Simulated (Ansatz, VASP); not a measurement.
GdO: VASP beside Ansatz

Contents of POSCAR:

```
GdO
1.0
    3.1132995800      0.0000000000      0.0000000000
   -1.5566497900      2.6961965200      0.0000000000
    0.0000000000      0.0000000000      3.0384261400
Gd O
1 1
Direct
    0.0000000000      0.0000000000      0.0000000000
    0.6666666667      0.3333333333      0.5000000000
```

File INCAR.step1:

```
SYSTEM = GdO
ALGO = Normal ; EDIFF = 1E-4
ENCUT = 520 ; GGA = PE
GGA_COMPAT = .False. ; ISMEAR = -1
LASPH = .True. ; LCHARG = .False.
LMAXMIX = 6 ; LREAL = .False.
LSORBIT = .True. ; LWAVE = .True.
MAGMOM = 0 0 7 0 0 0 ; NBANDS = 36
NELM = 150 ; PREC = Accurate
SIGMA = 0.05
```

File INCAR.step2:

```
SYSTEM = GdO
ALGO = Normal ; EDIFF = 1E-6
ENCUT = 520 ; GGA_COMPAT = .False.
ISIF = 2 ; ISMEAR = -1
ISTART = 1 ; LASPH = .True.
LCHARG = .False. ; LMAXMIX = 6
LMIXTAU = .True. ; LORBIT = 11
LORBMOM = .True. ; LREAL = .False.
LSORBIT = .True. ; LWAVE = .False.
MAGMOM = 0 0 7 0 0 0 ; METAGGA = R2SCAN
NBANDS = 36 ; NELM = 150
PREC = Accurate ; SIGMA = 0.05
```

The input KPOINTS:

```
k-points
0
Gamma
  7 7 7
  0 0 0
```

Contents of input.yaml:

```yaml
crystal:
  lattice:
    - [3.11329958, 0.0, 0.0]
    - [-1.55664979, 2.69619652, 0.0]
    - [0.0, 0.0, 3.03842614]
  atoms:
    - { symbol: Gd, position: [0.0, 0.0, 0.0], spin: 7.0, spin_axis: [0.0, 0.0, 7.0] }
    - { symbol: O, position: [0.6666666667, 0.3333333333, 0.5] }
hamiltonian:
  xc: r2scan
  pseudopotentials: { kind: paw_fr }
magnetization:
  noncollinear: true
  spin_orbit: true
kpoints:
  mp_grid: { grid: [7, 7, 7] }
  band_path:
    path:
      - [[0.0, 0.0, 0.0], [0.5, 0.0, 0.0], [0.3333333333, 0.3333333333, 0.0], [0.0, 0.0, 0.0], [0.0, 0.0, 0.5], [0.5, 0.0, 0.5], [0.3333333333, 0.3333333333, 0.5], [0.0, 0.0, 0.5]]
      - [[0.5, 0.0, 0.5], [0.5, 0.0, 0.0]]
      - [[0.3333333333, 0.3333333333, 0.0], [0.3333333333, 0.3333333333, 0.5]]
    npoints: 14
scf:
  occupations: { method: fermi_dirac, width: 0.05 }
  n_extra_bands: 6
output:
  forces: true
  stress: true
  eigenvalues: true
  fatbands: true
```

Alike in both runs: functional r2SCAN; k mesh 7 × 7 × 7; occupations fermi-dirac, width 0.05 eV; non-collinear spin, spin-orbit coupling.

|  | VASP | Ansatz |
| --- | --- | --- |
| version | VASP 6.6.1 | Ansatz 0.2.0 |
| potentials or method | VASP PAW PBE potentials, release 64 (Gd, O) | Ansatz PAW |
| plane-wave cutoff (eV) | 520 | 500 |
| valence electrons in the cell | 24 | 24 |
| task | single point | band structure |

|  | VASP | Ansatz | Ansatz less VASP |
| --- | --- | --- | --- |
| net moment per atom (μB) | 3.88 | 3.88 | +0.002 |

VASP's potentials were made for PBE, not for r2SCAN.

Noted on Ansatz's run: the magnetic or orbital state may not be the lowest.
